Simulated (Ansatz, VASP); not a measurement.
## Two plane-wave programs on Au

INCAR

```
ALGO = Normal ; EDIFF = 1E-6
ENCUT = 500 ; GGA = PE
GGA_COMPAT = F ; ISIF = 2
ISMEAR = 1 ; LASPH = T
LCHARG = F ; LREAL = F
LWAVE = F ; NBANDS = 12
NELM = 120 ; PREC = Accurate
SIGMA = 0.2
```

KPOINTS

```
k-points
0
Gamma
  18 18 18
```

File POSCAR:

```
Au
1.0
    0.0000000000      2.0994417733      2.0994417733
    2.0994417733      0.0000000000      2.0994417733
    2.0994417733      2.0994417733      0.0000000000
Au
1
Direct
    0.0000000000      0.0000000000      0.0000000000
```

Input for Ansatz:

```yaml
crystal:
  lattice:
    - [0.0, 2.0994417733, 2.0994417733]
    - [2.0994417733, 0.0, 2.0994417733]
    - [2.0994417733, 2.0994417733, 0.0]
  atoms:
    - { symbol: Au, position: [0.0, 0.0, 0.0] }
basis:
  ecutwfc: 420
kpoints:
  mp_grid: { grid: [18, 18, 18] }
hamiltonian:
  xc: pbe
scf:
  occupations: { method: methfessel_paxton, width: 0.2 }
output:
  forces: true
  stress: true
  eigenvalues: true
```

Alike in both runs: task single point; functional PBE; k mesh 18 × 18 × 18; occupations methfessel-paxton of order 1, width 0.2 eV; no spin polarisation.

|  | VASP | Ansatz |
| --- | --- | --- |
| version | VASP 6.6.1 | Ansatz 0.2.0 |
| potentials or method | VASP PAW PBE potentials, release 64 (Au), cutoff 500 eV | scalar-relativistic, plane waves, PAW |
| valence electrons in the cell | 11 | 19 |

```tsv
	VASP	Ansatz	Ansatz less VASP
gap on the k mesh at the Fermi level (eV)	none	none	-
pressure (GPa)	-4.0	-3.8	+0.19
```

A gap of «none» marks a metal or a gap that the smearing closes. VASP's potentials hold 11 valence electrons a cell and Ansatz's 19, so a difference there can come from the potentials and not from the codes.

Neither program's run includes spin-orbit coupling.
